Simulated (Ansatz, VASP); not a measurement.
## Two plane-wave programs on Ti3Al

The input INCAR:

```
SYSTEM = Ti3Al
PREC = Accurate ; ENCUT = 520
EDIFF = 1E-6 ; ISMEAR = 0
SIGMA = 0.1 ; LREAL = .FALSE.
LASPH = .TRUE. ; NELM = 150
ALGO = Normal ; ISIF = 2
LWAVE = .FALSE. ; LCHARG = .TRUE.
ISPIN = 2 ; MAGMOM = 0.22 0.22 0.96 0
LORBIT = 11 ; LMAXMIX = 4
GGA = PS ; LELF = .TRUE.
LVHAR = .TRUE. ; NBANDS = 32
```

KPOINTS

```
regular mesh
0
G
  12 12 12
  0 0 0
```

File POSCAR:

```
Ti3Al
1.0
    0.0000000000      3.1592815027      3.1592815027
    3.1592815027      0.0000000000      3.1592815027
    3.1592815027      3.1592815027      0.0000000000
Ti Al
3 1
Direct
    0.7500000000      0.7500000000      0.7500000000
    0.2500000000      0.2500000000      0.2500000000
    0.0000000000      0.0000000000      0.0000000000
    0.5000000000      0.5000000000      0.5000000000
```

Input for Ansatz:

```yaml
crystal:
  lattice:
    - [0.0, 3.1592815027, 3.1592815027]
    - [3.1592815027, 0.0, 3.1592815027]
    - [3.1592815027, 3.1592815027, 0.0]
  atoms:
    - { symbol: Ti, position: [0.75, 0.75, 0.75], spin: 0.22 }
    - { symbol: Ti, position: [0.25, 0.25, 0.25], spin: 0.22 }
    - { symbol: Ti, position: [0.0, 0.0, 0.0], spin: 0.96 }
    - { symbol: Al, position: [0.5, 0.5, 0.5] }
basis:
  ecutwfc: 420
kpoints:
  mp_grid: { grid: [12, 12, 12] }
hamiltonian:
  xc: pbesol
scf:
  occupations: { method: gaussian, width: 0.1 }
output:
  forces: true
  stress: true
  eigenvalues: true
  populations: true
magnetization:
  spin_polarized: true
```

Alike in both runs: task single point; functional PBEsol; k mesh 12 × 12 × 12; occupations gaussian, width 0.1 eV; collinear spin.

|  | VASP | Ansatz |
| --- | --- | --- |
| version | VASP 6.6.1 | Ansatz 0.2.0 |
| potentials or method | VASP PAW PBE potentials, release 64 (Ti_sv, Al), cutoff 520 eV | scalar-relativistic, plane waves, PAW |
| valence electrons in the cell | 39 | 39 |

Ansatz gave:

| Quantity | Value |
| --- | --- |
| gap on the k mesh at the Fermi level (eV) | none |
| pressure (GPa) | 3.7 |
| net moment per atom (μB) | 0.38 |
| size of the moment on the site where the two differ most (μB) | 0.81 |

Which values does VASP return?

gap on the k mesh at the Fermi level (eV): none; pressure (GPa): 3.6; net moment per atom (μB): 0.38; size of the moment on the site where the two differ most (μB): 0.82.

VASP's potentials were made for PBE, not for PBEsol. Site moments also hang on the region over which each program counts them. A gap of «none» marks a metal or a gap that the smearing closes.
